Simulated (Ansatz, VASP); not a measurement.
**Two plane-wave programs on Na**

Contents of INCAR:

```
ALGO = Normal
EDIFF = 1E-7
ENCUT = 520
GGA = PE
ISIF = 2
ISMEAR = 0
LASPH = True
LCHARG = False
LREAL = False
LWAVE = False
NBANDS = 10
NELM = 100
PREC = Accurate
SIGMA = 0.15
```

File KPOINTS:

```
k-points
0
Gamma
  16 16 16
```

File POSCAR:

```
Na
1.0
   -2.1175000000      2.1175000000      2.1704375000
    2.1175000000     -2.1175000000      2.1704375000
    2.1175000000      2.1175000000     -2.1704375000
Na
1
Direct
    0.0000000000      0.0000000000      0.0000000000
```

Input for Ansatz:

```yaml
crystal:
  lattice:
    - [-2.1175, 2.1175, 2.1704375]
    - [2.1175, -2.1175, 2.1704375]
    - [2.1175, 2.1175, -2.1704375]
  atoms:
    - { symbol: Na, position: [0.0, 0.0, 0.0] }
basis:
  ecutwfc: 420
kpoints:
  mp_grid: { grid: [16, 16, 16] }
hamiltonian:
  xc: pbe
scf:
  occupations: { method: gaussian, width: 0.15 }
output:
  forces: true
  stress: true
  eigenvalues: true
```

Change from the starting cell: strain +0.000 along x and y, +0.025 along z, atoms carried along.

Alike in both runs: task single point; functional PBE; k mesh 16 × 16 × 16; occupations gaussian, width 0.15 eV; no spin polarisation.

|  | VASP | Ansatz |
| --- | --- | --- |
| version | VASP 6.6.1 | Ansatz 0.2.0 |
| potentials or method | VASP PAW PBE potentials, release 64 (Na_pv), cutoff 520 eV | scalar-relativistic, plane waves, PAW |
| valence electrons in the cell | 7 | 9 |

```tsv
	VASP	Ansatz	Ansatz less VASP
gap on the k mesh at the Fermi level (eV)	none	none	-
pressure (GPa)	-0.4	-0.4	+0.01
```

A gap of «none» marks a metal or a gap that the smearing closes. With one functional, cell and mesh, what is left measures potentials, basis and numerics. VASP's potentials hold 7 valence electrons a cell and Ansatz's 9, so a difference there can come from the potentials and not from the codes.
